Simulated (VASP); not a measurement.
# MoP (P-6m2) in VASP: relaxation of cell and atoms with r2SCAN

Aim: the relaxation of cell and atoms of MoP with r2SCAN.

Everything below comes from runs of VASP 6.6.1. Logs are shortened: lines on timing, memory, paths and dates and some standing lists are left out, and cuts for length are marked.

## 1. The cell of the first run

Symmetry: P-6m2, No. 187, hexagonal system. Conventional cell: a = 3.223 Å, b = 3.223 Å, c = 3.191 Å, α = 90.00°, β = 90.00°, γ = 120.00°. Mo (site symmetry -6m2) has 6 P at 2.45 Å and 8 Mo at 3.19 to 3.22 Å within 3.3 Å. Within 3.3 Å of P (site symmetry -6m2) lie 6 Mo at 2.45 Å and 8 P at 3.19 to 3.22 Å.

## 2. Relaxation of cell and atoms, r2SCAN

POSCAR

```
MoP
1.0
    3.2230000000      0.0000000000      0.0000000000
   -1.6115000000      2.7911998764      0.0000000000
    0.0000000000      0.0000000000      3.1910000000
Mo P
1 1
Direct
    0.0000000000      0.0000000000      0.0000000000
    0.3333333333      0.6666666667      0.5000000000
```

INCAR.step1

```
ALGO = Normal ; EDIFF = 1E-5
EDIFFG = -0.005 ; ENCUT = 550
GGA = PE ; GGA_COMPAT = False
IBRION = 2 ; ISIF = 3
ISMEAR = -1 ; LASPH = True
LCHARG = False ; LREAL = False
LWAVE = True ; NELM = 120
NELMIN = 4 ; NSW = 100
PREC = Accurate ; SIGMA = 0.08
```

INCAR.step2

```
ALGO = Normal ; EDIFF = 1E-7
EDIFFG = -0.002 ; ENCUT = 550
GGA_COMPAT = False ; IBRION = 2
ISIF = 3 ; ISMEAR = -1
ISTART = 1 ; LASPH = True
LCHARG = False ; LMIXTAU = True
LREAL = False ; LWAVE = False
METAGGA = R2SCAN ; NELM = 120
NELMIN = 4 ; NSW = 100
PREC = Accurate ; SIGMA = 0.08
```

KPOINTS

```
k-points
0
Gamma
  18 18 16
```

Potentials or basis: VASP PAW PBE potentials, release 64 (Mo_sv, P).

Started as:

```sh
$ cat potpaw_PBE.64/Mo_sv/POTCAR potpaw_PBE.64/P/POTCAR > POTCAR
$ cp INCAR.step1 INCAR
$ mpirun -np 1 vasp_std > vasp.out
$ cp INCAR.step2 INCAR
$ mpirun -np 1 vasp_std > vasp.out
```

OUTCAR:

```text
EDIFF = 1E-7
   EDIFFG = -0.002
   ENCUT = 550
   IBRION = 2
   ISIF = 3
   ISMEAR = -1
   ISTART = 1
   LASPH = True
   LREAL = False
   METAGGA = R2SCAN
   NELM = 120
   NELMIN = 4
   NSW = 100
   PREC = Accurate

 ion  position               nearest neighbor table
   1  0.000  0.000  0.000-   2 2.45   2 2.45   2 2.45   2 2.45   2 2.45   2 2.45
   2  0.333  0.667  0.500-   1 2.45   1 2.45   1 2.45   1 2.45   1 2.45   1 2.45

  LATTYP: Found a hexagonal cell.
 ALAT       =     3.2230000000
 C/A-ratio  =     0.9900713621

  Lattice vectors:

 A1 = (   3.2230000000,   0.0000000000,   0.0000000000)
 A2 = (  -1.6115000000,   2.7911998764,   0.0000000000)
 A3 = (   0.0000000000,   0.0000000000,   3.1910000000)

Analysis of symmetry for initial positions (statically):
=====================================================================
 Subroutine PRICEL returns:
 Original cell was already a primitive cell.

 Routine SETGRP: Setting up the symmetry group for a
 hexagonal supercell.

 Subroutine GETGRP returns: Found 12 space group operations
 (whereof 12 operations were pure point group operations)
 out of a pool of 24 trial point group operations.

The static configuration has the point symmetry D_3h.

Analysis of symmetry for dynamics (positions and initial velocities):
=====================================================================
 Subroutine PRICEL returns:
 Original cell was already a primitive cell.

 Routine SETGRP: Setting up the symmetry group for a
 hexagonal supercell.

 Subroutine GETGRP returns: Found 12 space group operations
 (whereof 12 operations were pure point group operations)
 out of a pool of 24 trial point group operations.

The dynamic configuration has the point symmetry D_3h.

 Subroutine INISYM returns: Found 12 space group operations
 (whereof 12 operations are pure point group operations),
 and found     1 'primitive' translations

----------------------------------------------------------------------------------------

                                     Primitive cell

  volume of cell :      28.7064

  direct lattice vectors                    reciprocal lattice vectors
     3.223000000  0.000000000  0.000000000     0.310269935  0.179134430  0.000000000
    -1.611500000  2.791199876  0.000000000     0.000000000  0.358268861  0.000000000
     0.000000000  0.000000000  3.191000000     0.000000000  0.000000000  0.313381385

  length of vectors
     3.223000000  3.223000000  3.191000000     0.358268861  0.358268861  0.313381385

  position of ions in fractional coordinates (direct lattice)
     0.000000000  0.000000000  0.000000000
     0.333333333  0.666666667  0.500000000

  ion indices of the primitive-cell ions
   primitive index   ion index
                 1           1
                 2           2

----------------------------------------------------------------------------------------

 KPOINTS: k-points

Automatic generation of k-mesh.
 Grid dimensions read from file:
 generate k-points for:   18   18   16

 Generating k-lattice:

  Cartesian coordinates                     Fractional coordinates (reciprocal lattice)
     0.017237219  0.009951913  0.000000000     0.055555556 -0.000000000  0.000000000
     0.000000000  0.019903826  0.000000000     0.000000000  0.055555556  0.000000000
     0.000000000  0.000000000  0.019586337     0.000000000  0.000000000  0.062500000

  Length of vectors
     0.019903826  0.019903826  0.019586337

  Shift w.r.t. Gamma in fractional coordinates (k-lattice)
     0.000000000  0.000000000  0.000000000

 Subroutine IBZKPT returns following result:
 ===========================================

 Found    333 irreducible k-points:

 Following reciprocal coordinates:
            Coordinates               Weight
  0.000000  0.000000  0.000000      1.000000
  0.055556 -0.000000  0.000000      6.000000
  0.111111 -0.000000  0.000000      6.000000
  0.166667 -0.000000  0.000000      6.000000
  0.222222  0.000000  0.000000      6.000000
  0.277778 -0.000000  0.000000      6.000000
[... 16 lines left out ...]
  0.333333  0.111111  0.000000     12.000000
  0.388889  0.111111  0.000000     12.000000
 [... further k-points ...]
   k-points           NKPTS =    333   k-points in BZ     NKDIM =    333   number of bands    NBANDS=     13
   number of dos      NEDOS =    301   number of ions     NIONS =      2
   total plane-waves  NPLWV =  18816
   dimension x,y,z NGX =    28 NGY =   28 NGZ =   24
   dimension x,y,z NGXF=    56 NGYF=   56 NGZF=   48
   ions per type =               1   1
   NGX,Y,Z   is equivalent  to a cutoff of  14.44, 14.44, 12.50 a.u.
   NGXF,Y,Z  is equivalent  to a cutoff of  28.89, 28.89, 25.01 a.u.
 SYSTEM =  unknown system
   PREC   = accura    normal or accurate (medium, high low for compatibility)
   ISTART =      1    job   : 0-new  1-cont  2-samecut
   ICHARG =      0    charge: 1-file 2-atom 10-const
   ISPIN  =      1    spin polarized calculation?
   LNONCOLLINEAR =      F non collinear calculations
   LSORBIT =      F    spin-orbit coupling
   LASPH  =      T    aspherical Exc in radial PAW
   ENCUT  =  550.0 eV  40.42 Ry    6.36 a.u.   6.16  6.16  6.10*2*pi/ulx,y,z
   NELM   =    120;   NELMIN=  4; NELMDL=  0     # of ELM steps
   EDIFF  = 0.1E-06   stopping-criterion for ELM
   LREAL  =      F    real-space projection
   EDIFFG = -.2E-02   stopping-criterion for IOM
   NSW    =    100    number of steps for IOM
   IBRION =      2    ionic relax: 0-MD 1-quasi-New 2-CG
   NFREE  =      1    steps in history (QN), initial steepest desc. (CG)
   ISIF   =      3    stress and relaxation
   ISYM   =      2    0-nonsym 1-usesym 2-fastsym
   POTIM  = 0.5000    time-step for ionic-motion
   TEBEG  =    0.0;   TEEND  =   0.0 temperature during run
   PSTRESS=    0.0 pullay stress
   NELECT =      19.0000    total number of electrons
   NUPDOWN=      -1.0000    fix difference up-down
   EMIN   =  10.00;   EMAX   =-10.00  energy-range for DOS
   EFERMI =   0.00;   METHOD = LEGACY
   ISMEAR =    -1;   SIGMA  =   0.08  broadening in eV -4-tet -1-fermi 0-gaus
   EFERMI_NEDOS =   21; number of points for ismear=-14 and -15
   IALGO  =     38    algorithm
   IMIX   =      4    mixing-type and parameters
     AMIX     =   0.40;   BMIX     =  1.00
     AMIX_MAG =   1.60;   BMIX_MAG =  1.00
  volume/ion in A,a.u.               =      14.35        96.86
  Fermi-wavevector in a.u.,A,eV,Ry     =   1.426702  2.696076 27.694378  2.035479
  Thomas-Fermi vector in A             =   2.546951
   LORBIT       =      0    0 simple, 1 ext, 2 COOP (PROOUT), +10 PAW based schemes
   METAGGA = R2SCAN    functional components
   LHFCALC =     F    Hartree Fock is set to
   AEXX    =    0.0000 exact exchange contribution
   IVDW    =     0    specifies the selected vdW correction
   LEPSILON=     F    determine dielectric tensor
   LRPA    =     F    only Hartree local field effects (RPA)
 conjugate gradient relaxation of ions
 non-spin polarized calculation
  energy-cutoff  :      550.00
  volume of cell :       28.71
 maximum number of plane-waves:       862
 NGX is ok and might be reduce to    28
   NGX = 13   NGY = 13   NGZ = 13

--------------------------------------- Ionic step        1  -------------------------------------------

 number of electron      19.0000001 magnetization

 Free energy of the ion-electron system (eV)
  ---------------------------------------------------
  ext. energy  EPLUGINS =         0.00000000
  ---------------------------------------------------
  free energy    TOTEN  =       -36.46890262 eV

  energy without entropy =      -36.45316644  energy(sigma->0) =      -36.46103453

------------------------ aborting loop because EDIFF is reached ----------------------------------------

  FORCE on cell =-STRESS in cart. coord.  units (eV):
  Direction    XX          YY          ZZ          XY          YZ          ZX
  --------------------------------------------------------------------------------------
  -------------------------------------------------------------------------------------
  Total        0.3038927      0.3038927     -0.0158504      0.0000000      0.0000000      0.0000000
  in kB       16.9610515     16.9610515     -0.8846541      0.0000000      0.0000000      0.0000000
  external PRESSURE =      11.0124830 kB  Pullay stress =       0.0000000 kB

 VOLUME and BASIS-vectors are now :
 -----------------------------------------------------------------------------
  energy-cutoff  :      550.00
  volume of cell :       28.71
      direct lattice vectors                 reciprocal lattice vectors
     3.223000000  0.000000000  0.000000000     0.310269935  0.179134430  0.000000000
    -1.611500000  2.791199876  0.000000000     0.000000000  0.358268861  0.000000000
     0.000000000  0.000000000  3.191000000     0.000000000  0.000000000  0.313381385
[... 145 lines left out ...]
 POSITION                                       TOTAL-FORCE (eV/Angst)
 -----------------------------------------------------------------------------------
      0.00000      0.00000      0.00000        -0.000000      0.000000      0.000000
     -0.00000      1.86895      1.59091         0.000000     -0.000000     -0.000000
 -----------------------------------------------------------------------------------
    total drift:                                0.000000     -0.000000      0.000000

  FREE ENERGIE OF THE ION-ELECTRON SYSTEM (eV)
  ---------------------------------------------------
  free  energy   TOTEN  =       -36.4702509558 eV

  energy  without entropy=      -36.4540754957  energy(sigma->0) =      -36.46216323

--------------------------------------- Ionic step        6  -------------------------------------------

 number of electron      19.0000001 magnetization

 Free energy of the ion-electron system (eV)
  ---------------------------------------------------
  ext. energy  EPLUGINS =         0.00000000
  ---------------------------------------------------
  free energy    TOTEN  =       -36.47022455 eV

  energy without entropy =      -36.45405559  energy(sigma->0) =      -36.46214007

 E-fermi :  11.8124     XC(G=0): -13.4891

 val. band max:       11.7942647738   @ k =   0.5000  -0.0000   0.0625
 cond. band min:      11.8129922532   @ k =   0.0556  -0.0000   0.1875
 fundamental gap:      0.0187274794
 Fermi energy:        11.8124260721

 k-point     1 :       0.0000    0.0000    0.0000
  band No.  band energies     occupation
      1     -51.3225      2.00000
      2     -24.7361      2.00000
      3     -24.5452      2.00000
      4     -24.5452      2.00000
      5      -2.7692      2.00000
      6       7.5896      2.00000
      7       8.3055      2.00000
      8       8.3055      2.00000
      9      11.0888      1.99976
     10      12.0850      0.06414
     11      12.0850      0.06414
     12      16.1438      0.00000
     13      16.1438      0.00000

 k-point     2 :       0.0556   -0.0000    0.0000
  band No.  band energies     occupation
      1     -51.3215      2.00000
      2     -24.7346      2.00000
      3     -24.5564      2.00000
      4     -24.5478      2.00000
      5      -2.7100      2.00000
      6       7.5489      2.00000
      7       8.2612      2.00000
      8       8.3559      2.00000
      9      10.6871      2.00000
     10      12.0610      0.08565
     11      12.5333      0.00024
[... 339 lines left out ...]
 k-point    24 :       0.3889    0.1111    0.0000
  band No.  band energies     occupation
      1     -51.2875      2.00000
      2     -24.8809      2.00000
      3     -24.6870      2.00000
      4     -24.6513      2.00000
      5      -0.0896      2.00000
      6       4.5158      2.00000
      7       7.7727      2.00000
      8       7.7887      2.00000
      9      10.4452      2.00000
     10      11.0776      1.99980
     11      13.2347      0.00000
     12      14.1142      0.00000
     13      17.1947      0.00000

 [... further k-points ...]

------------------------ aborting loop because EDIFF is reached ----------------------------------------

  FORCE on cell =-STRESS in cart. coord.  units (eV):
  Direction    XX          YY          ZZ          XY          YZ          ZX
  --------------------------------------------------------------------------------------
  -------------------------------------------------------------------------------------
  Total       -0.0031232     -0.0031232     -0.0021473     -0.0000000      0.0000000      0.0000000
  in kB       -0.1732835     -0.1732835     -0.1191402     -0.0000000      0.0000000      0.0000000
  external PRESSURE =      -0.1552357 kB  Pullay stress =       0.0000000 kB

 VOLUME and BASIS-vectors are now :
 -----------------------------------------------------------------------------
  energy-cutoff  :      550.00
  volume of cell :       28.88
      direct lattice vectors                 reciprocal lattice vectors
     3.236973764  0.000000000  0.000000000     0.308930524  0.178361121 -0.000000000
    -1.618486882  2.803301511  0.000000000     0.000000000  0.356722242 -0.000000000
     0.000000000  0.000000000  3.182298682     0.000000000 -0.000000000  0.314238260

 POSITION                                       TOTAL-FORCE (eV/Angst)
 -----------------------------------------------------------------------------------
      0.00000      0.00000      0.00000         0.000000      0.000000      0.000000
     -0.00000      1.86887      1.59115        -0.000000     -0.000000      0.000000
 -----------------------------------------------------------------------------------
    total drift:                                0.000000     -0.000000      0.000000

  FREE ENERGIE OF THE ION-ELECTRON SYSTEM (eV)
  ---------------------------------------------------
  free  energy   TOTEN  =       -36.4702245451 eV

  energy  without entropy=      -36.4540555927  energy(sigma->0) =      -36.46214007

 reached required accuracy - stopping structural energy minimisation
```

Run time: 28 min. Hardware: 1 thread of Oxide Virtual Turin-like, shared host; peak memory 0.25 GiB.

Results:

```
Free energy                           : -36.4702 eV
Relaxed volume                        : 14.44 Å³/atom
Relaxed cell                          : a = 3.237 Å, b = 3.237 Å, c = 3.182 Å, α = 90.00°, β = 90.00°, γ = 120.00°
Space group after relaxing (to 0.1 Å) : P-6m2 (No. 187)
Energy gained by relaxing             : 0.7 meV/atom
Ionic steps                           : 6
Pressure after relaxing               : 0.0 GPa
Band gap on the k mesh                : zero (an odd number of electrons rules out a gap without spin polarisation)
```

The path:
| step | energy change (eV) | largest force (eV/Å) | pressure (GPa) | volume (Å³) |
| --- | --- | --- | --- | --- |
| 1 | 0.0000 | 0.0000 | 1.10 | 28.71 |
| 2 | 0.0001 | 0.0000 | -1.88 | 29.12 |
| 3 | -0.0011 | 0.0000 | -0.39 | 28.91 |
| 4 | -0.0012 | 0.0000 | 0.25 | 28.86 |
| 5 | -0.0013 | 0.0000 | 0.01 | 28.88 |
| 6 | -0.0013 | 0.0000 | -0.02 | 28.88 |

Final structure:
```
Mo P
1.0
     3.23697    0.00000    0.00000
    -1.61849    2.80330    0.00000
     0.00000    0.00000    3.18230
Mo P
1 1
Direct
  0.00000 0.00000 0.00000
  0.33333 0.66667 0.50000
```

Levels at points of the mesh, in eV from the Fermi level:
```csv
k point,band 8,band 9,band 10,band 11,band 12,band 13
"(0.00, 0.00, 0.00)",-3.51,-0.72,0.27,0.27,4.33,4.33
"(0.50, 0.00, 0.00)",-3.78,-1.45,-0.44,1.82,2.51,4.91
"(0.00, 0.00, 0.50)",-2.95,-1.72,-1.72,1.61,3.07,3.07
"(0.50, 0.00, 0.50)",-4.71,-1.09,1.51,2.11,3.80,5.37
```

Caveat: the PAW data sets were made with another functional, which shifts forces and pressure a little; an odd number of electrons without spin polarisation forces a metal; a magnetic or distorted state may lie lower. Zero-point motion and thermal expansion aren't in these numbers.
